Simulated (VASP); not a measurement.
ZnO:

```xyz
2
Lattice="2.6879 0.0000 0.0000 0.0000 2.6879 0.0000 0.0000 0.0000 2.6879" Properties=species:S:1:pos:R:3 pbc="T T T"
Zn    0.0000    0.0000    0.0000
O     1.3440    1.3440    1.3440
```

```yaml
Program: VASP 6.6.1
Task: relaxation of cell and atoms
Functional: LDA
Potentials_or_basis: VASP PAW LDA potentials, release 64 (Zn, O)
Cutoff: 600 eV
k_mesh: 8 × 8 × 8
Occupations: fermi-dirac, width 0.02 eV
Spin: no spin polarisation
```

At the start: pressure -13.7 GPa; volume 9.71 Å³/atom.

Where does the relaxation end?

Over 5 steps the energy falls by 34.8 meV/atom and the volume is 8.96 Å³/atom (-7.7 %); space group Pm-3m (No. 221, to 0.05 Å).

The path:
| step | energy change (eV) | largest force (eV/Å) | pressure (GPa) | volume (Å³) |
| --- | --- | --- | --- | --- |
| 1 | 0.0000 | 0.0000 | -13.68 | 19.42 |
| 2 | -0.0490 | 0.0000 | 9.44 | 17.18 |
| 3 | -0.0696 | 0.0000 | -0.22 | 17.91 |
| 4 | -0.0696 | 0.0000 | 0.26 | 17.88 |
| 5 | -0.0696 | 0.0000 | -0.04 | 17.92 |

Final structure:
```xyz
2
Lattice="2.6169 0.0000 0.0000 0.0000 2.6169 0.0000 0.0000 0.0000 2.6169" Properties=species:S:1:pos:R:3 pbc="T T T"
Zn    2.6169    0.0000    2.6169
O     1.3084    1.3084    1.3084
```
